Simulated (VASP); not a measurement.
The system is Rh.

```
Rh
1.0
     0.00000    1.84644    1.84644
     1.84644    0.00000    1.84644
     1.84644    1.84644    0.00000
Rh
1
Cartesian
  0.0000 0.0000 0.0000
```

Base run:

| Item | Value |
| --- | --- |
| Program | VASP 6.6.1 |
| Functional | r2SCAN |
| Potentials or basis | VASP PAW PBE potentials, release 64 (Rh_pv) |
| Cutoff | 520 eV |
| k mesh | 12 × 12 × 12 |
| Occupations | fermi-dirac, width 0.05 eV |
| Spin | no spin polarisation |

Its results: pressure 31.8 GPa.

Question: The run is repeated on the same cell with these changes: potentials or basis from VASP PAW PBE potentials, release 64 (Rh_pv) to VASP PAW PBE potentials, release 64 (Rh_sv_GW); cutoff from 520 eV to 580 eV; further incar settings from ALGO = Normal; EDIFF = 1e-07; NBANDS = 14 to ALGO = Normal; EDIFF = 1e-06; NBANDS = 14; valence electrons from 15 to 17. What comes out?

Answer: Pressure 28.2 GPa.

Caveats: the PAW data sets were made with another functional, which shifts forces and pressure a little.
